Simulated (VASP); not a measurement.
Set up this calculation in VASP 6.6.1, as the native input.

| Quantity | Value |
| --- | --- |
| Task | single point |
| Functional | PBE |
| Potentials or basis | VASP PAW PBE potentials, release 64 (V_sv, N) |
| Cutoff | 520 eV |
| k mesh | 16 × 16 × 16 |
| Occupations | gaussian, width 0.15 eV |
| Spin | no spin polarisation |
| Dipole correction | no |
| Further INCAR settings | ALGO = Fast; EDIFF = 1e-07; NBANDS = 32 |

The structure of VN2 lies in POSCAR:

```
VN2
1.0
   -2.1533489894      2.1533489894      2.4221350486
    2.1533489894     -2.1533489894      2.4221350486
    2.1533489894      2.1533489894     -2.4221350486
V N
2 4
Direct
    0.2500000000      0.2500000000      0.0000000000
    0.7500000000      0.7500000000      0.0000000000
    0.1135731475      0.6135731475      0.7271462950
    0.6135731475      0.8864268525      0.5000000000
    0.8864268525      0.3864268525      0.2728537050
    0.3864268525      0.1135731475      0.5000000000
```

This cell differs from its parent crystal: strain +0.000 along x and y, -0.025 along z.

These files were run (other wordings do the same):

INCAR

```
SYSTEM = VN2
  PREC = Accurate
  ENCUT = 520
  EDIFF = 1E-7
  ISMEAR = 0
  SIGMA = 0.15
  LREAL = .False.
  LASPH = .True.
  NELM = 60
  ALGO = Fast
  ISIF = 2
  LWAVE = .False.
  LCHARG = .True.
  GGA = PE
  LELF = .True.
  LVHAR = .True.
  NBANDS = 32
```

KPOINTS

```
Automatic mesh
0
Gamma
  16 16 16
  0 0 0
```

Potentials or basis: VASP PAW PBE potentials, release 64 (V_sv, N).

Launch:

```bash
$ cat potpaw_PBE.64/V_sv/POTCAR potpaw_PBE.64/N/POTCAR > POTCAR
$ mpirun -np 1 vasp_std > vasp.out
```

Results of the run:

```json
{
 "Pressure": "8.8 GPa",
 "Largest force": "0.149 eV/Å",
 "Band gap on the k mesh": "zero (bands 23 and 24 overlap by 0.45 eV)"
}
```

Caveat: the cell differs from its parent crystal (strain +0.000 along x and y, -0.025 along z); the stress differs along the axes, from 4 to 18 GPa; the run has no spin polarisation, though such a crystal can be magnetic.

Run time: 19 min on 1 thread of AMD EPYC 9755 128-Core Processor, with other jobs on the host, peak memory 0.43 GiB.
